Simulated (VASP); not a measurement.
# PbS (P4/mmm) in VASP: single point with PBEsol

Aim: the single point of PbS with PBEsol.

Program: VASP 6.6.1. These are calculated values, not measurements. Logs are shortened: lines on timing, memory, paths and dates and some standing lists are left out, and cuts for length are marked.

## 1. The cell of the first run

It takes space group P4/mmm (No. 123, tetragonal). Conventional cell: a = 3.588 Å, b = 3.588 Å, c = 3.917 Å, α = 90.00°, β = 90.00°, γ = 90.00°. Pb (site symmetry 4/mmm) has 8 S at 3.21 Å and 6 Pb at 3.59 to 3.92 Å within 4.2 Å. S (site symmetry 4/mmm) has 8 Pb at 3.21 Å and 6 S at 3.59 to 3.92 Å within 4.2 Å.

## 2. Single point, PBEsol (strained)

The input, INCAR:

```
SYSTEM = PbS
PREC     = Accurate       ! precision mode
ENCUT    = 520            ! plane-wave cutoff, eV
EDIFF    = 1E-6           ! SCF threshold, eV
ISMEAR   = 0              ! smearing method
SIGMA    = 0.1            ! smearing width, eV
LREAL    = .False.        ! projectors in reciprocal space
LASPH    = .True.         ! aspherical terms in the spheres
NELM     = 60             ! most SCF steps
ALGO     = Normal         ! electronic algorithm
ISIF     = 2              ! what is computed and relaxed
LWAVE    = .False.        ! write WAVECAR
LCHARG   = .False.        ! write CHGCAR
GGA      = PS             ! functional
NBANDS   = 17             ! bands
```

The input, KPOINTS:

```
Automatic mesh
0
Gamma
  10 10 10
  0 0 0
```

The input, POSCAR:

```
PbS
1.0
    3.5884411868      0.0000000000      0.0000000000
    0.0000000000      3.9172704968      0.0000000000
    0.0000000000      0.0000000000      3.5884411868
Pb S
1 1
Direct
    0.0000000000      0.0000000000      0.0000000000
    0.5000000000      0.5000000000      0.5000000000
```

Potentials or basis: VASP PAW PBE potentials, release 64 (Pb_d, S).

The run is started by

```sh
> cat potpaw_PBE.64/Pb_d/POTCAR potpaw_PBE.64/S/POTCAR > POTCAR
> mpirun -np 1 vasp_std > vasp.out
```

OUTCAR:

```text
SYSTEM = PbS
   PREC = Accurate
   ENCUT = 520
   EDIFF = 1E-6
   ISMEAR = 0
   LREAL = .False.
   LASPH = .True.
   NELM = 60
   ISIF = 2
   GGA = PS

 ion  position               nearest neighbor table
   1  0.000  0.000  0.000-   2 3.21   2 3.21   2 3.21   2 3.21   2 3.21   2 3.21   2 3.21   2 3.21

   2  0.500  0.500  0.500-   1 3.21   1 3.21   1 3.21   1 3.21   1 3.21   1 3.21   1 3.21   1 3.21

  LATTYP: Found a simple tetragonal cell.
 ALAT       =     3.5884411868
 C/A-ratio  =     1.0916356972

  Lattice vectors:

 A1 = (  -3.5884411868,   0.0000000000,   0.0000000000)
 A2 = (   0.0000000000,   0.0000000000,   3.5884411868)
 A3 = (   0.0000000000,   3.9172704968,   0.0000000000)

Analysis of symmetry for initial positions (statically):
=====================================================================
 Subroutine PRICEL returns:
 Original cell was already a primitive cell.

 Routine SETGRP: Setting up the symmetry group for a
 simple tetragonal supercell.

 Subroutine GETGRP returns: Found 16 space group operations
 (whereof 16 operations were pure point group operations)
 out of a pool of 16 trial point group operations.

The static configuration has the point symmetry D_4h.

Analysis of symmetry for dynamics (positions and initial velocities):
=====================================================================
 Subroutine PRICEL returns:
 Original cell was already a primitive cell.

 Routine SETGRP: Setting up the symmetry group for a
 simple tetragonal supercell.

 Subroutine GETGRP returns: Found 16 space group operations
 (whereof 16 operations were pure point group operations)
 out of a pool of 16 trial point group operations.

The dynamic configuration has the point symmetry D_4h.

 Subroutine INISYM returns: Found 16 space group operations
 (whereof 16 operations are pure point group operations),
 and found     1 'primitive' translations

----------------------------------------------------------------------------------------

                                     Primitive cell

  volume of cell :      50.4423

  direct lattice vectors                    reciprocal lattice vectors
     3.588441187  0.000000000  0.000000000     0.278672534  0.000000000  0.000000000
     0.000000000  3.917270497  0.000000000     0.000000000  0.255279793  0.000000000
     0.000000000  0.000000000  3.588441187     0.000000000  0.000000000  0.278672534

  length of vectors
     3.588441187  3.917270497  3.588441187     0.278672534  0.255279793  0.278672534

  position of ions in fractional coordinates (direct lattice)
     0.000000000  0.000000000  0.000000000
     0.500000000  0.500000000  0.500000000

  ion indices of the primitive-cell ions
   primitive index   ion index
                 1           1
                 2           2

----------------------------------------------------------------------------------------

 KPOINTS: Automatic mesh

Automatic generation of k-mesh.
 Grid dimensions read from file:
 generate k-points for:   10   10   10

 Generating k-lattice:

  Cartesian coordinates                     Fractional coordinates (reciprocal lattice)
     0.027867253  0.000000000  0.000000000     0.100000000  0.000000000  0.000000000
     0.000000000  0.025527979  0.000000000     0.000000000  0.100000000  0.000000000
     0.000000000  0.000000000  0.027867253     0.000000000  0.000000000  0.100000000

  Length of vectors
     0.027867253  0.025527979  0.027867253

  Shift w.r.t. Gamma in fractional coordinates (k-lattice)
     0.000000000  0.000000000  0.000000000

 Subroutine IBZKPT returns following result:
 ===========================================

 Found    126 irreducible k-points:

 Following reciprocal coordinates:
            Coordinates               Weight
  0.000000  0.000000  0.000000      1.000000
  0.100000  0.000000  0.000000      4.000000
  0.200000  0.000000  0.000000      4.000000
  0.300000  0.000000  0.000000      4.000000
  0.400000  0.000000  0.000000      4.000000
  0.500000  0.000000  0.000000      2.000000
[... 16 lines left out ...]
  0.400000  0.300000  0.000000      8.000000
  0.500000  0.300000  0.000000      4.000000
 [... further k-points ...]
   k-points           NKPTS =    126   k-points in BZ     NKDIM =    126   number of bands    NBANDS=     17
   number of dos      NEDOS =    301   number of ions     NIONS =      2
   total plane-waves  NPLWV =  23520
   dimension x,y,z NGX =    28 NGY =   30 NGZ =   28
   dimension x,y,z NGXF=    56 NGYF=   60 NGZF=   56
   ions per type =               1   1
   NGX,Y,Z   is equivalent  to a cutoff of  12.97, 12.73, 12.97 a.u.
   NGXF,Y,Z  is equivalent  to a cutoff of  25.94, 25.46, 25.94 a.u.
 SYSTEM =  PbS
   PREC   = accura    normal or accurate (medium, high low for compatibility)
   ISTART =      0    job   : 0-new  1-cont  2-samecut
   ICHARG =      2    charge: 1-file 2-atom 10-const
   ISPIN  =      1    spin polarized calculation?
   LNONCOLLINEAR =      F non collinear calculations
   LSORBIT =      F    spin-orbit coupling
   LASPH  =      T    aspherical Exc in radial PAW
   ENCUT  =  520.0 eV  38.22 Ry    6.18 a.u.   6.67  7.28  6.67*2*pi/ulx,y,z
   NELM   =     60;   NELMIN=  2; NELMDL= -5     # of ELM steps
   EDIFF  = 0.1E-05   stopping-criterion for ELM
   LREAL  =      F    real-space projection
   EDIFFG = 0.1E-04   stopping-criterion for IOM
   NSW    =      0    number of steps for IOM
   IBRION =     -1    ionic relax: 0-MD 1-quasi-New 2-CG
   NFREE  =      0    steps in history (QN), initial steepest desc. (CG)
   ISIF   =      2    stress and relaxation
   ISYM   =      2    0-nonsym 1-usesym 2-fastsym
   POTIM  = 0.5000    time-step for ionic-motion
   TEBEG  =    0.0;   TEEND  =   0.0 temperature during run
   PSTRESS=    0.0 pullay stress
   NELECT =      20.0000    total number of electrons
   NUPDOWN=      -1.0000    fix difference up-down
   EMIN   =  10.00;   EMAX   =-10.00  energy-range for DOS
   EFERMI =   0.00;   METHOD = LEGACY
   ISMEAR =     0;   SIGMA  =   0.10  broadening in eV -4-tet -1-fermi 0-gaus
   EFERMI_NEDOS =   21; number of points for ismear=-14 and -15
   IALGO  =     38    algorithm
   IMIX   =      4    mixing-type and parameters
     AMIX     =   0.40;   BMIX     =  1.00
     AMIX_MAG =   1.60;   BMIX_MAG =  1.00
  volume/ion in A,a.u.               =      25.22       170.20
  Fermi-wavevector in a.u.,A,eV,Ry     =   1.202688  2.272751 19.680272  1.446459
  Thomas-Fermi vector in A             =   2.338463
   LORBIT       =      0    0 simple, 1 ext, 2 COOP (PROOUT), +10 PAW based schemes
   GGA     = PS    functional components
   LHFCALC =     F    Hartree Fock is set to
   AEXX    =    0.0000 exact exchange contribution
   IVDW    =     0    specifies the selected vdW correction
   LEPSILON=     F    determine dielectric tensor
   LRPA    =     F    only Hartree local field effects (RPA)
 non-spin polarized calculation
 Gauss-broadening in eV      SIGMA  =   0.10
  energy-cutoff  :      520.00
  volume of cell :       50.44
 maximum number of plane-waves:      1384
 NGX is ok and might be reduce to    28
   NGX = 13   NGY = 15   NGZ = 13

 number of electron      19.9999999 magnetization

 Free energy of the ion-electron system (eV)
  ---------------------------------------------------
  ext. energy  EPLUGINS =         0.00000000
  ---------------------------------------------------
  free energy    TOTEN  =        -8.88312945 eV

  energy without entropy =       -8.87876128  energy(sigma->0) =       -8.88094537

 E-fermi :   5.5566     XC(G=0): -10.1957

 val. band max:        5.5541003494   @ k =   0.1000   0.3000   0.1000
 cond. band min:       5.5598413522   @ k =   0.4000   0.5000   0.0000
 fundamental gap:      0.0057410028
 Fermi energy:         5.5566204164

 k-point     1 :       0.0000    0.0000    0.0000
  band No.  band energies     occupation
      1     -11.2750      2.00000
      2     -11.1865      2.00000
      3     -11.0283      2.00000
      4     -11.0252      2.00000
      5     -11.0252      2.00000
      6      -7.3222      2.00000
[... 9 lines left out ...]
     16      17.5965      0.00000
     17      17.9412      0.00000

 k-point     2 :       0.1000    0.0000    0.0000
  band No.  band energies     occupation
      1     -11.2621      2.00000
      2     -11.1800      2.00000
      3     -11.0346      2.00000
      4     -11.0323      2.00000
      5     -11.0246      2.00000
      6      -7.2357      2.00000
[... 9 lines left out ...]
     16      17.6287      0.00000
     17      17.9744      0.00000

 k-point     3 :       0.2000    0.0000    0.0000
  band No.  band energies     occupation
      1     -11.2367      2.00000
      2     -11.1549      2.00000
      3     -11.0510      2.00000
      4     -11.0506      2.00000
      5     -11.0229      2.00000
      6      -6.9856      2.00000
[... 9 lines left out ...]
     16      17.5178      0.00000
     17      17.6666      0.00000

 k-point     4 :       0.3000    0.0000    0.0000
  band No.  band energies     occupation
      1     -11.2198      2.00000
      2     -11.1095      2.00000
      3     -11.0732      2.00000
      4     -11.0711      2.00000
      5     -11.0207      2.00000
      6      -6.6102      2.00000
[... 9 lines left out ...]
     16      16.4166      0.00000
     17      17.9610      0.00000
[... 343 lines left out ...]
      1     -11.2063      2.00000
      2     -11.1144      2.00000
      3     -11.0682      2.00000
      4     -11.0640      2.00000
      5     -11.0381      2.00000
      6      -6.1098      2.00000
[... 9 lines left out ...]
     16      16.0559      0.00000
     17      16.7654      0.00000

 k-point    23 :       0.4000    0.3000    0.0000
  band No.  band energies     occupation
      1     -11.1939      2.00000
      2     -11.1402      2.00000
      3     -11.0838      2.00000
      4     -11.0358      2.00000
      5     -11.0246      2.00000
      6      -5.8018      2.00000
[... 9 lines left out ...]
     16      15.8750      0.00000
     17      17.1349      0.00000

 k-point    24 :       0.5000    0.3000    0.0000
  band No.  band energies     occupation
      1     -11.1902      2.00000
      2     -11.1499      2.00000
      3     -11.0898      2.00000
      4     -11.0349      2.00000
      5     -11.0085      2.00000
      6      -5.6664      2.00000
[... 9 lines left out ...]
     16      16.1824      0.00000
     17      16.7627      0.00000

 [... further k-points ...]
[... 5 lines left out ...]
  --------------------------------------------------------------------------------------
  -------------------------------------------------------------------------------------
  Total       -0.8448984     -2.9616630     -0.8448984      0.0000000     -0.0000000      0.0000000
  in kB      -26.8361268    -94.0699684    -26.8361268      0.0000000     -0.0000000      0.0000000
  external PRESSURE =     -49.2474073 kB  Pullay stress =       0.0000000 kB

 VOLUME and BASIS-vectors are now :
 -----------------------------------------------------------------------------
  energy-cutoff  :      520.00
  volume of cell :       50.44
      direct lattice vectors                 reciprocal lattice vectors
     3.588441187  0.000000000  0.000000000     0.278672534  0.000000000  0.000000000
     0.000000000  3.917270497  0.000000000     0.000000000  0.255279793  0.000000000
     0.000000000  0.000000000  3.588441187     0.000000000  0.000000000  0.278672534

 POSITION                                       TOTAL-FORCE (eV/Angst)
 -----------------------------------------------------------------------------------
      0.00000      0.00000      0.00000         0.000000      0.000000      0.000000
      1.79422      1.95864      1.79422         0.000000      0.000000      0.000000
 -----------------------------------------------------------------------------------
    total drift:                               -0.000000      0.000000      0.000000

  FREE ENERGIE OF THE ION-ELECTRON SYSTEM (eV)
  ---------------------------------------------------
  free  energy   TOTEN  =        -8.8831294490 eV

  energy  without entropy=       -8.8787612835  energy(sigma->0) =       -8.88094537
```

Wall time 2 min (1 thread of Intel Xeon 8259CL, shared host); peak memory 0.24 GiB.

What came out:

```
Free energy            : -8.8831 eV
Pressure               : -4.9 GPa
Band gap on the k mesh : zero (bands 10 and 11 overlap by 0.72 eV)
```

Stress tensor (GPa, compression positive):
```
-2.68  0.00  0.00
 0.00 -9.41  0.00
 0.00  0.00 -2.68
```

Caveat: the cell differs from its parent crystal (strained); the stress differs along the axes, from -9 to -3 GPa; semilocal functionals underestimate gaps, and a narrow one can read as zero; the PAW data sets were made with another functional, which shifts forces and pressure a little; spin-orbit coupling is left out, which moves the levels of the heavy elements.
